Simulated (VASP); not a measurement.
Input of a VASP 6.6.1 run:

File INCAR:

```
PREC = Accurate
ENCUT = 520
EDIFF = 1E-6
ISMEAR = -1
SIGMA = 0.05
LREAL = F
LASPH = T
NELM = 100
ALGO = Normal
ISIF = 2
LWAVE = F
LCHARG = F
GGA = B5
ALDAX = 1.0
AGGAX = 1.0
AGGAC = 1.0
ALDAC = 0.0
NBANDS = 12
```

The input KPOINTS:

```
Automatic mesh
0
Gamma
  11 11 11
```

POSCAR

```
Ag
1.0
    0.0000000000      2.0427500000      2.0427500000
    2.0427500000      0.0000000000      2.0427500000
    2.0427500000      2.0427500000      0.0000000000
Ag
1
Direct
    0.0000000000      0.0000000000      0.0000000000
```

Potentials or basis: VASP PAW PBE potentials, release 64 (Ag).

Run with:

```sh
$ cat potpaw_PBE.64/Ag/POTCAR > POTCAR
$ mpirun -np 1 vasp_std > vasp.out
```

Problem. Predict the pressure.

Solution. 12.1 GPa.

Caveat: the PAW data sets were made with another functional, which shifts forces and pressure a little.
